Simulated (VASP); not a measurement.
# GaSb (Immm) in VASP: further runs

Runs on GaSb. Level: LDA. Tasks: single point.

All numbers are computed with VASP 6.6.1; they aren't measurements. Logs are shortened: lines on timing, memory, paths and dates and some standing lists are left out, and cuts for length are marked.

## Step 1: The cell of the first run

It takes space group Immm (No. 71, orthorhombic). Conventional cell: a = 3.004 Å, b = 5.165 Å, c = 5.587 Å, α = 90.00°, β = 90.00°, γ = 90.00°. Ga (site symmetry mmm) has 6 Sb at 2.79 to 2.99 Å and 2 Ga at 3.00 Å within 3.7 Å. Sb (site symmetry mmm) has 6 Ga at 2.79 to 2.99 Å and 2 Sb at 3.00 Å within 3.7 Å.

## Step 2: Single point, LDA

INCAR reads:

```
SYSTEM = GaSb
ALGO = Normal
EDIFF = 1E-6
ENCUT = 500
GGA = CA
GGA_COMPAT = .False.
ISIF = 2
ISMEAR = -1
LASPH = .True.
LCHARG = .False.
LREAL = .False.
LWAVE = .False.
NBANDS = 16
NELM = 120
PREC = Accurate
SIGMA = 0.1
```

KPOINTS reads:

```
k-points
0
Gamma
  8 8 8
  0 0 0
```

POSCAR reads:

```
GaSb
1.0
   -1.5022058990      2.5826870003      2.7934629878
    1.5022058990     -2.5826870003      2.7934629878
    1.5022058990      2.5826870003     -2.7934629878
Ga Sb
1 1
Direct
    0.0000000000      0.0000000000      0.0000000000
    0.5000000000      0.5000000000      0.0000000000
```

Potentials or basis: VASP PAW LDA potentials, release 64 (Ga_d, Sb).

Started as:

```console
cat potpaw_LDA.64/Ga_d/POTCAR potpaw_LDA.64/Sb/POTCAR > POTCAR
mpirun -np 1 vasp_std > vasp.out
```

OUTCAR:

```text
SYSTEM = GaSb
   EDIFF = 1E-6
   ENCUT = 500
   GGA = CA
   ISIF = 2
   ISMEAR = -1
   LASPH = .True.
   LREAL = .False.
   NELM = 120
   PREC = Accurate

 ion  position               nearest neighbor table
   1  0.000  0.000  0.000-   2 2.79   2 2.79   2 2.99   2 2.99   2 2.99   2 2.99
   2  0.500  0.500  0.000-   1 2.79   1 2.79   1 2.99   1 2.99   1 2.99   1 2.99

  LATTYP: Found a body centered orthorhombic cell.
 ALAT       =     3.0044117980
 B/A-ratio  =     1.7192629865
 C/A-ratio  =     1.8595739703

  Lattice vectors:

 A1 = (  -1.5022058990,   2.5826870003,   2.7934629878)
 A2 = (   1.5022058990,  -2.5826870003,   2.7934629878)
 A3 = (   1.5022058990,   2.5826870003,  -2.7934629878)

Analysis of symmetry for initial positions (statically):
=====================================================================
 Subroutine PRICEL returns:
 Original cell was already a primitive cell.

 Routine SETGRP: Setting up the symmetry group for a
 body centered orthorhombic supercell.

 Subroutine GETGRP returns: Found  8 space group operations
 (whereof  8 operations were pure point group operations)
 out of a pool of  8 trial point group operations.

The static configuration has the point symmetry D_2h.

Analysis of symmetry for dynamics (positions and initial velocities):
=====================================================================
 Subroutine PRICEL returns:
 Original cell was already a primitive cell.

 Routine SETGRP: Setting up the symmetry group for a
 body centered orthorhombic supercell.

 Subroutine GETGRP returns: Found  8 space group operations
 (whereof  8 operations were pure point group operations)
 out of a pool of  8 trial point group operations.

The dynamic configuration has the point symmetry D_2h.

 Subroutine INISYM returns: Found  8 space group operations
 (whereof  8 operations are pure point group operations),
 and found     1 'primitive' translations

----------------------------------------------------------------------------------------

                                     Primitive cell

  volume of cell :      43.3515

  direct lattice vectors                    reciprocal lattice vectors
    -1.502205899  2.582687000  2.793462988     0.000000000  0.193596824  0.178989305
     1.502205899 -2.582687000  2.793462988     0.332843853  0.000000000  0.178989305
     1.502205899  2.582687000 -2.793462988     0.332843853  0.193596824  0.000000000

  length of vectors
     4.090272628  4.090272628  4.090272628     0.263660580  0.377918248  0.385051634

  position of ions in fractional coordinates (direct lattice)
     0.000000000  0.000000000  0.000000000
     0.500000000  0.500000000  0.000000000

  ion indices of the primitive-cell ions
   primitive index   ion index
                 1           1
                 2           2

----------------------------------------------------------------------------------------

 KPOINTS: k-points

Automatic generation of k-mesh.
 Grid dimensions read from file:
 generate k-points for:    8    8    8

 Generating k-lattice:

  Cartesian coordinates                     Fractional coordinates (reciprocal lattice)
     0.000000000  0.024199603  0.022373663     0.125000000  0.000000000 -0.000000000
     0.041605482  0.000000000  0.022373663     0.000000000  0.125000000  0.000000000
     0.041605482  0.024199603  0.000000000    -0.000000000  0.000000000  0.125000000

  Length of vectors
     0.032957573  0.047239781  0.048131454

  Shift w.r.t. Gamma in fractional coordinates (k-lattice)
     0.000000000  0.000000000  0.000000000

 Subroutine IBZKPT returns following result:
 ===========================================

 Found     95 irreducible k-points:

 Following reciprocal coordinates:
            Coordinates               Weight
  0.000000  0.000000  0.000000      1.000000
  0.125000  0.000000 -0.000000      4.000000
  0.250000  0.000000 -0.000000      4.000000
  0.375000  0.000000 -0.000000      4.000000
  0.500000  0.000000 -0.000000      2.000000
  0.000000  0.125000 -0.000000      4.000000
[... 16 lines left out ...]
  0.125000  0.375000  0.000000      8.000000
  0.250000  0.375000 -0.000000      8.000000
 [... further k-points ...]
   k-points           NKPTS =     95   k-points in BZ     NKDIM =     95   number of bands    NBANDS=     16
   number of dos      NEDOS =    301   number of ions     NIONS =      2
   total plane-waves  NPLWV =  27000
   dimension x,y,z NGX =    30 NGY =   30 NGZ =   30
   dimension x,y,z NGXF=    60 NGYF=   60 NGZF=   60
   ions per type =               1   1
   NGX,Y,Z   is equivalent  to a cutoff of  12.19, 12.19, 12.19 a.u.
   NGXF,Y,Z  is equivalent  to a cutoff of  24.39, 24.39, 24.39 a.u.
 SYSTEM =  GaSb
   PREC   = accura    normal or accurate (medium, high low for compatibility)
   ISTART =      0    job   : 0-new  1-cont  2-samecut
   ICHARG =      2    charge: 1-file 2-atom 10-const
   ISPIN  =      1    spin polarized calculation?
[... 28 lines left out ...]
  Thomas-Fermi vector in A             =   2.356510
   LORBIT       =      0    0 simple, 1 ext, 2 COOP (PROOUT), +10 PAW based schemes
   GGA     = CA    functional components
   LHFCALC =     F    Hartree Fock is set to
   AEXX    =    0.0000 exact exchange contribution
   IVDW    =     0    specifies the selected vdW correction
   LEPSILON=     F    determine dielectric tensor
   LRPA    =     F    only Hartree local field effects (RPA)
 non-spin polarized calculation
  energy-cutoff  :      500.00
  volume of cell :       43.35
 maximum number of plane-waves:      1126
 NGX is ok and might be reduce to    30
   NGX = 15   NGY = 15   NGZ = 15

 number of electron      18.0000011 magnetization

 Free energy of the ion-electron system (eV)
  ---------------------------------------------------
  ext. energy  EPLUGINS =         0.00000000
  ---------------------------------------------------
  free energy    TOTEN  =        -8.37384171 eV

  energy without entropy =       -8.34862895  energy(sigma->0) =       -8.36123533

 E-fermi :   7.5947     XC(G=0): -10.9577

 val. band max:        7.5875520998   @ k =  -0.3750  -0.1250   0.1250
 cond. band min:       7.6076586804   @ k =  -0.1250   0.2500   0.1250
 fundamental gap:      0.0201065806
 Fermi energy:         7.5946991942

 k-point     1 :       0.0000    0.0000    0.0000
  band No.  band energies     occupation
      1      -7.5066      2.00000
      2      -7.3980      2.00000
      3      -7.3972      2.00000
      4      -7.3561      2.00000
      5      -7.3221      2.00000
      6      -5.1483      2.00000
[... 8 lines left out ...]
     15      17.0353      0.00000
     16      18.3965      0.00000

 k-point     2 :       0.1250    0.0000   -0.0000
  band No.  band energies     occupation
      1      -7.5052      2.00000
      2      -7.4024      2.00000
      3      -7.3948      2.00000
      4      -7.3560      2.00000
      5      -7.3217      2.00000
      6      -5.0011      2.00000
[... 8 lines left out ...]
     15      17.7318      0.00000
     16      18.5282      0.00000

 k-point     3 :       0.2500    0.0000   -0.0000
  band No.  band energies     occupation
      1      -7.5023      2.00000
      2      -7.4128      2.00000
      3      -7.3891      2.00000
      4      -7.3561      2.00000
      5      -7.3206      2.00000
      6      -4.5720      2.00000
[... 8 lines left out ...]
     15      17.3019      0.00000
     16      18.3481      0.00000

 k-point     4 :       0.3750    0.0000   -0.0000
  band No.  band energies     occupation
      1      -7.5003      2.00000
      2      -7.4230      2.00000
      3      -7.3836      2.00000
      4      -7.3563      2.00000
      5      -7.3194      2.00000
      6      -3.9407      2.00000
[... 8 lines left out ...]
     15      17.2000      0.00000
     16      17.9080      0.00000
[... 324 lines left out ...]
 k-point    22 :      -0.0000    0.3750    0.0000
  band No.  band energies     occupation
      1      -7.4483      2.00000
      2      -7.4126      2.00000
      3      -7.3993      2.00000
      4      -7.3672      2.00000
      5      -7.3291      2.00000
      6      -2.1978      2.00000
[... 8 lines left out ...]
     15      15.3961      0.00000
     16      20.2878      0.00000

 k-point    23 :       0.1250    0.3750    0.0000
  band No.  band energies     occupation
      1      -7.4497      2.00000
      2      -7.4176      2.00000
      3      -7.3993      2.00000
      4      -7.3647      2.00000
      5      -7.3272      2.00000
      6      -1.7109      2.00000
[... 8 lines left out ...]
     15      17.6518      0.00000
     16      18.2090      0.00000

 k-point    24 :       0.2500    0.3750   -0.0000
  band No.  band energies     occupation
      1      -7.4538      2.00000
      2      -7.4181      2.00000
      3      -7.3983      2.00000
      4      -7.3634      2.00000
      5      -7.3268      2.00000
      6      -1.1464      2.00000
[... 8 lines left out ...]
     15      17.0930      0.00000
     16      18.3483      0.00000

 [... further k-points ...]

------------------------ aborting loop because EDIFF is reached ----------------------------------------

  FORCE on cell =-STRESS in cart. coord.  units (eV):
  Direction    XX          YY          ZZ          XY          YZ          ZX
  --------------------------------------------------------------------------------------
  -------------------------------------------------------------------------------------
  Total        1.2971242     -0.0187904      0.0278442      0.0000000      0.0000000      0.0000000
  in kB       47.9388906     -0.6944535      1.0290609      0.0000000      0.0000000      0.0000000
  external PRESSURE =      16.0911660 kB  Pullay stress =       0.0000000 kB

 VOLUME and BASIS-vectors are now :
 -----------------------------------------------------------------------------
  energy-cutoff  :      500.00
  volume of cell :       43.35
      direct lattice vectors                 reciprocal lattice vectors
    -1.502205899  2.582687000  2.793462988     0.000000000  0.193596824  0.178989305
     1.502205899 -2.582687000  2.793462988     0.332843853  0.000000000  0.178989305
     1.502205899  2.582687000 -2.793462988     0.332843853  0.193596824  0.000000000

 POSITION                                       TOTAL-FORCE (eV/Angst)
 -----------------------------------------------------------------------------------
      0.00000      0.00000      0.00000         0.000000     -0.000000      0.000000
      0.00000      0.00000      2.79346        -0.000000      0.000000     -0.000000
 -----------------------------------------------------------------------------------
    total drift:                                0.000000      0.000000      0.000000

  FREE ENERGIE OF THE ION-ELECTRON SYSTEM (eV)
  ---------------------------------------------------
  free  energy   TOTEN  =        -8.3738417055 eV

  energy  without entropy=       -8.3486289460  energy(sigma->0) =       -8.36123533
```

It took 82 s on 1 thread of Intel Xeon 8259CL, shared host; peak memory 0.2 GiB.

What came out:

```
Free energy            : -8.3738 eV
Pressure               : 1.6 GPa
Band gap on the k mesh : zero (bands 9 and 10 overlap by 4.86 eV)
```

Stress tensor (GPa, compression positive):
```
 4.79  0.00  0.00
 0.00 -0.07  0.00
 0.00  0.00  0.10
```

Caveat: spin-orbit coupling is left out, which moves the levels of the heavy elements.

## Step 3: Single point, LDA

This run uses another cell than the first one, of 22.28 Å³/atom.

INCAR reads:

```
PREC = Accurate
ENCUT = 500
EDIFF = 1E-6
ISMEAR = -1
SIGMA = 0.1
LREAL = False
LASPH = True
NELM = 120
ALGO = Normal
ISIF = 2
LWAVE = False
LCHARG = False
GGA = CA
NBANDS = 16
GGA_COMPAT = False
```

KPOINTS reads:

```
regular mesh
0
Gamma
  8 8 8
```

POSCAR reads:

```
GaSb
1.0
   -1.5159883744      2.6063827000      2.8190925203
    1.5159883744     -2.6063827000      2.8190925203
    1.5159883744      2.6063827000     -2.8190925203
Ga Sb
1 1
Direct
    0.0000000000      0.0000000000      0.0000000000
    0.5000000000      0.5000000000      0.0000000000
```

Potentials or basis: VASP PAW LDA potentials, release 64 (Ga_d, Sb).

Started as:

```console
cat potpaw_LDA.64/Ga_d/POTCAR potpaw_LDA.64/Sb/POTCAR > POTCAR
mpirun -np 1 vasp_std > vasp.out
```

It took 77 s on 1 thread of Intel Xeon 8259CL, shared host; peak memory 0.2 GiB.

Results (log left out):

```
Free energy            : -8.3795 eV
Pressure               : -0.3 GPa
Band gap on the k mesh : zero (bands 9 and 10 overlap by 4.69 eV)
```

Stress tensor (GPa, compression positive):
```
 2.75  0.00  0.00
 0.00 -1.79  0.00
 0.00  0.00 -1.78
```

Levels at points of the mesh, in eV from the Fermi level:
| k point | band 6 | band 7 | band 8 | band 9 | band 10 | band 11 | band 12 | band 13 |
| --- | --- | --- | --- | --- | --- | --- | --- | --- |
| (0.00, 0.00, 0.00) | -12.51 | -3.03 | -2.32 | -1.85 | 3.33 | 5.85 | 6.43 | 8.02 |
| (0.50, 0.00, 0.00) | -10.94 | -8.49 | -0.18 | 1.48 | 2.29 | 2.72 | 5.23 | 7.33 |
| (0.00, 0.50, 0.00) | -8.17 | -6.34 | -2.06 | -0.53 | -0.28 | 1.02 | 3.19 | 3.90 |
| (0.50, 0.50, 0.00) | -8.11 | -5.42 | -2.87 | -2.24 | -1.86 | 3.27 | 4.02 | 6.88 |
| (0.50, 0.50, 0.50) | -9.73 | -6.15 | -5.50 | -5.19 | 3.49 | 7.35 | 10.25 | 11.07 |

Caveat: spin-orbit coupling is left out, which moves the levels of the heavy elements.

## Step 4: Single point, LDA

This run uses another cell than the first one, of 22.88 Å³/atom.

INCAR reads:

```
SYSTEM = GaSb
PREC = Accurate
ENCUT = 500
EDIFF = 1E-6
ISMEAR = -1
SIGMA = 0.1
LREAL = .False.
LASPH = .True.
NELM = 120
ALGO = Normal
ISIF = 2
LWAVE = .False.
LCHARG = .False.
GGA = CA
NBANDS = 16
GGA_COMPAT = .False.
```

KPOINTS reads:

```
regular mesh
0
Gamma
  8 8 8
  0 0 0
```

POSCAR reads:

```
GaSb
1.0
   -1.5295247011      2.6296552056      2.8442643211
    1.5295247011     -2.6296552056      2.8442643211
    1.5295247011      2.6296552056     -2.8442643211
Ga Sb
1 1
Direct
    0.0000000000      0.0000000000      0.0000000000
    0.5000000000      0.5000000000      0.0000000000
```

Started as:

```console
cat potpaw_LDA.64/Ga_d/POTCAR potpaw_LDA.64/Sb/POTCAR > POTCAR
mpirun -np 1 vasp_std > vasp.out
```

Run time: 86 s. Hardware: 1 thread of Intel Xeon 8259CL, shared host; peak memory 0.2 GiB.

Results (log left out):

- Free energy: -8.3721 eV
- Pressure: -1.9 GPa
- Band gap on the k mesh: zero (bands 9 and 10 overlap by 4.52 eV)

Stress tensor (GPa, compression positive):
```
 0.98  0.00  0.00
 0.00 -3.28  0.00
 0.00  0.00 -3.40
```

Levels at points of the mesh, in eV from the Fermi level:
```
           k point  band 6  band 7  band 8  band 9  band 10  band 11  band 12  band 13
(0.00, 0.00, 0.00)  -12.29   -3.10   -2.23   -1.78     3.39     5.68     6.34     7.84
(0.50, 0.00, 0.00)  -10.79   -8.31   -0.17    1.50     2.21     2.69     5.09     7.22
(0.00, 0.50, 0.00)   -8.11   -6.20   -2.02   -0.48    -0.24     1.08     3.08     3.84
(0.50, 0.50, 0.00)   -8.07   -5.25   -2.92   -2.15    -1.78     3.33     3.97     6.74
(0.50, 0.50, 0.50)   -9.64   -6.06   -5.32   -5.01     3.43     7.29    10.01    10.77
```

Caveat: spin-orbit coupling is left out, which moves the levels of the heavy elements.

## Step 5: Single point, LDA

This run uses another cell than the first one, of 23.48 Å³/atom.

INCAR reads:

```
SYSTEM = GaSb
PREC = Accurate
ENCUT = 500
EDIFF = 1E-6
ISMEAR = -1
SIGMA = 0.1
LREAL = .FALSE.
LASPH = .TRUE.
NELM = 120
ALGO = Normal
ISIF = 2
LWAVE = .FALSE.
LCHARG = .FALSE.
GGA = CA
NBANDS = 16
GGA_COMPAT = .FALSE.
```

KPOINTS reads:

```
regular mesh
0
G
  8 8 8
  0 0 0
```

POSCAR reads:

```
GaSb
1.0
   -1.5428255835      2.6525229204      2.8689982958
    1.5428255835     -2.6525229204      2.8689982958
    1.5428255835      2.6525229204     -2.8689982958
Ga Sb
1 1
Direct
    0.0000000000      0.0000000000      0.0000000000
    0.5000000000      0.5000000000      0.0000000000
```

Started as:

```console
cat potpaw_LDA.64/Ga_d/POTCAR potpaw_LDA.64/Sb/POTCAR > POTCAR
mpirun -np 1 vasp_std > vasp.out
```

It took 60 s on 1 thread of Intel Xeon 8259CL, shared host; peak memory 0.2 GiB.

The run converged. Its results:

```
Free energy            : -8.3533 eV
Pressure               : -3.3 GPa
Band gap on the k mesh : zero (bands 9 and 10 overlap by 4.36 eV)
```

Stress tensor (GPa, compression positive):
```
-0.56  0.00  0.00
 0.00 -4.56  0.00
 0.00  0.00 -4.77
```

Levels at points of the mesh, in eV from the Fermi level:
```
           k point  band 6  band 7  band 8  band 9  band 10  band 11  band 12  band 13
(0.00, 0.00, 0.00)  -12.08   -3.17   -2.14   -1.71     3.45     5.52     6.24     7.67
(0.50, 0.00, 0.00)  -10.64   -8.14   -0.15    1.52     2.13     2.65     4.96     7.11
(0.00, 0.50, 0.00)   -8.06   -6.07   -1.99   -0.44    -0.21     1.13     2.97     3.78
(0.50, 0.50, 0.00)   -8.03   -5.08   -2.97   -2.06    -1.71     3.39     3.92     6.60
(0.50, 0.50, 0.50)   -9.56   -5.99   -5.15   -4.85     3.37     7.23     9.77    10.47
```

Caveat: the cell stands under tension; spin-orbit coupling is left out, which moves the levels of the heavy elements.

## Step 6: Single point, LDA

This run uses another cell than the first one, of 24.08 Å³/atom.

INCAR reads:

```
PREC     = Accurate       # precision mode
ENCUT    = 500            # plane-wave cutoff, eV
EDIFF    = 1E-6           # SCF threshold, eV
ISMEAR   = -1             # smearing method
SIGMA    = 0.1            # smearing width, eV
LREAL    = F              # projectors in reciprocal space
LASPH    = T              # aspherical terms in the spheres
NELM     = 120            # most SCF steps
ALGO     = Normal         # electronic algorithm
ISIF     = 2              # what is computed and relaxed
LWAVE    = F              # write WAVECAR
LCHARG   = T              # write CHGCAR
LELF     = T              # ELF
LVHAR    = T            
NBANDS   = 16             # bands
GGA_COMPAT= F
```

KPOINTS reads:

```
Automatic mesh
0
Gamma
  8 8 8
```

POSCAR reads:

```
GaSb
1.0
   -1.5559010000      2.6750030000      2.8933130000
    1.5559010000     -2.6750030000      2.8933130000
    1.5559010000      2.6750030000     -2.8933130000
Ga Sb
1 1
Direct
    0.0000000000      0.0000000000      0.0000000000
    0.5000000000      0.5000000000      0.0000000000
```

Potentials or basis: VASP PAW LDA potentials, release 64 (Ga_d, Sb).

Started as:

```console
cat potpaw_LDA.64/Ga_d/POTCAR potpaw_LDA.64/Sb/POTCAR > POTCAR
mpirun -np 1 vasp_std > vasp.out
```

Run time: 62 s. Hardware: 1 thread of Intel Xeon 8259CL, shared host; peak memory 0.21 GiB.

It converged, with:

- Free energy: -8.3248 eV
- Pressure: -4.5 GPa
- Band gap on the k mesh: zero (bands 9 and 10 overlap by 4.18 eV)

Stress tensor (GPa, compression positive):
```
-1.90  0.00  0.00
 0.00 -5.64  0.00
 0.00  0.00 -5.91
```

Levels at points of the mesh, in eV from the Fermi level:
| k point | band 5 | band 6 | band 7 | band 8 | band 9 | band 10 | band 11 | band 12 | band 13 | band 14 |
| --- | --- | --- | --- | --- | --- | --- | --- | --- | --- | --- |
| (0.00, 0.00, 0.00) | -14.80 | -11.89 | -3.24 | -2.06 | -1.64 | 3.50 | 5.36 | 6.15 | 7.51 | 8.05 |
| (0.50, 0.00, 0.00) | -14.80 | -10.50 | -7.98 | -0.14 | 1.54 | 2.06 | 2.61 | 4.83 | 7.01 | 8.81 |
| (0.00, 0.50, 0.00) | -14.78 | -8.02 | -5.95 | -1.96 | -0.40 | -0.19 | 1.18 | 2.86 | 3.73 | 8.87 |
| (0.50, 0.50, 0.00) | -14.78 | -7.99 | -4.92 | -3.02 | -1.98 | -1.65 | 3.44 | 3.87 | 6.46 | 7.42 |
| (0.50, 0.50, 0.50) | -14.79 | -9.49 | -5.91 | -4.99 | -4.69 | 3.32 | 7.17 | 9.54 | 10.19 | 10.20 |

Caveat: the cell stands under tension; spin-orbit coupling is left out, which moves the levels of the heavy elements.

## Step 7: Overview

| cell | gap on the mesh (eV) | pressure (GPa) |
| --- | --- | --- |
| a = 4.090 Å, angles 136.9, 101.7, 93.9°, 2 atoms | none | 1.6 |
| a = 4.128 Å, angles 136.9, 101.7, 93.9°, 2 atoms | none | -0.3 |
| a = 4.165 Å, angles 136.9, 101.7, 93.9°, 2 atoms | none | -1.9 |
| a = 4.201 Å, angles 136.9, 101.7, 93.9°, 2 atoms | none | -3.3 |
| a = 4.236 Å, angles 136.9, 101.7, 93.9°, 2 atoms | none | -4.5 |

Alike in all rows: task single point; level LDA; potentials or basis VASP PAW LDA potentials, release 64 (Ga_d, Sb); no spin polarisation; k mesh 8 × 8 × 8; cutoff (eV) 500; smearing fermi-dirac 0.1 eV.

Caveats: spin-orbit coupling is left out, which moves the levels of the heavy elements; the cell stands under tension (at least some runs).

Total energies depend on the potentials used, so only differences within one code and one set of settings carry meaning.

The gap in the log of VASP goes by the Fermi energy; the results here count the filled bands.